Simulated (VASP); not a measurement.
The system is Tb4WO.

```
CELL_PARAMETERS angstrom
3.49908 0.00000 0.00000
-1.74954 3.03029 0.00000
0.00000 0.00000 13.24594
ATOMIC_POSITIONS crystal
Tb 0.33333 0.66667 0.87803
Tb 0.33333 0.66667 0.37132
Tb 0.66667 0.33333 0.62868
Tb 0.66667 0.33333 0.12197
W 0.00000 0.00000 0.00000
O 0.00000 0.00000 0.50000
```

The cell was generated, and may not be a known phase.

- Program: VASP 6.6.1
- Task: relaxation of cell and atoms
- Functional: PBE
- Potentials or basis: VASP PAW PBE potentials, release 64 (Tb_3, W_sv, O), 4f in core
- Cutoff: 600 eV
- k mesh: 5 × 5 × 2
- Occupations: gaussian, width 0.2 eV
- Spin: no spin polarisation

At the start: pressure 10.2 GPa; volume 23.41 Å³/atom.

**Question.** How do energy, volume and symmetry change on relaxing?

**Answer.** Over 11 steps the energy falls by 489.8 meV/atom and the volume is 23.29 Å³/atom (-0.5 %); space group P-3m1 (No. 164, to 0.1 Å) before and after.

Step by step:
| step | energy change (eV) | largest force (eV/Å) | pressure (GPa) | volume (Å³) |
| --- | --- | --- | --- | --- |
| 1 | 0.0000 | 5.2691 | 10.17 | 140.45 |
| 2 | -1.1569 | 1.4467 | -8.64 | 172.88 |
| 3 | -1.4322 | 1.4184 | -4.64 | 161.30 |
| 4 | -2.1683 | 1.2471 | -2.92 | 151.49 |
| 5 | -2.6409 | 0.2676 | 7.63 | 127.88 |
| 6 | -2.7828 | 0.6710 | 2.18 | 136.59 |
| 7 | -2.7957 | 0.5462 | 3.24 | 134.55 |
| 8 | -2.9125 | 0.3526 | -0.62 | 140.57 |
| 9 | -2.9172 | 0.2783 | -0.03 | 139.47 |
| 10 | -2.9337 | 0.1453 | 0.21 | 139.63 |
| 11 | -2.9387 | 0.0651 | 0.44 | 139.76 |

Final structure:
```yaml
crystal:
  lattice:
    - [3.46997, 0.00000, 0.00000]
    - [-1.73498, 3.00508, 0.00000]
    - [0.00000, 0.00000, 13.40316]
  atoms:
    - { symbol: Tb, position: [0.33333, 0.66667, 0.83623] }
    - { symbol: Tb, position: [0.33333, 0.66667, 0.39754] }
    - { symbol: Tb, position: [0.66667, 0.33333, 0.60246] }
    - { symbol: Tb, position: [0.66667, 0.33333, 0.16377] }
    - { symbol: W, position: [0.00000, 0.00000, 0.00000] }
    - { symbol: O, position: [0.00000, 0.00000, 0.50000] }
```

Caveat: the k points lie up to 0.42 Å⁻¹ apart in the final cell; the run has no spin polarisation, though such a crystal can be magnetic; the relaxation stopped at a loose force limit of 0.08 eV/Å, so its end isn't a converged minimum.
